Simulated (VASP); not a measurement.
Wanted: the native input for a VASP 6.6.1 run.

```
Task                   : single point
Functional             : PBE
Potentials or basis    : VASP PAW PBE potentials, release 64 (Ni)
Cutoff                 : 520 eV
k mesh                 : 18 × 18 × 18
Occupations            : fermi-dirac, width 0.1 eV
Spin                   : collinear spin, ferromagnetic start
Starting moments       : [1.0] μB
Dipole correction      : no
Further INCAR settings : ALGO = Normal; EDIFF = 1e-06; NBANDS = 15
```

The structure of Ni lies in POSCAR:

```
Ni
1.0
    2.1187657556      0.0000000000      0.0000000000
    0.0000000000      2.1187657556      0.0000000000
    0.0000000000      0.0000000000      2.1187657556
Ni
1
Direct
    0.0000000000      0.0000000000      0.0000000000
```

This isn't the form of Ni at room conditions, which is fcc.

These files were run (other wordings do the same):

INCAR

```
PREC = Accurate ; ENCUT = 520
EDIFF = 1E-6 ; ISMEAR = -1
SIGMA = 0.1 ; LREAL = F
LASPH = T ; NELM = 150
ALGO = Normal ; ISIF = 2
LWAVE = F ; LCHARG = T
ISPIN = 2 ; MAGMOM = 1
LORBIT = 11 ; LMAXMIX = 4
GGA = PE ; LELF = T
LVHAR = T ; NBANDS = 15
```

KPOINTS

```
regular mesh
0
Gamma
  18 18 18
```

Potentials or basis: VASP PAW PBE potentials, release 64 (Ni).

The run is started by

```bash
$ cat potpaw_PBE.64/Ni/POTCAR > POTCAR
$ mpirun -np 1 vasp_std > vasp.out
```

It gave:

* Pressure: 78.6 GPa
* Band gap on the k mesh: zero (filled and empty bands overlap)
* Net moment: 0.03 μB per cell
* Site moments: Ni +0.03 μB
* Valence electrons inside the program's atomic spheres: Ni 9.79

Caveat: the cell stands under pressure.

Run time: 20 s on 1 thread of Intel(R) Xeon(R) 6975P-C (Granite Rapids), on a shared host, peak memory 0.16 GiB.
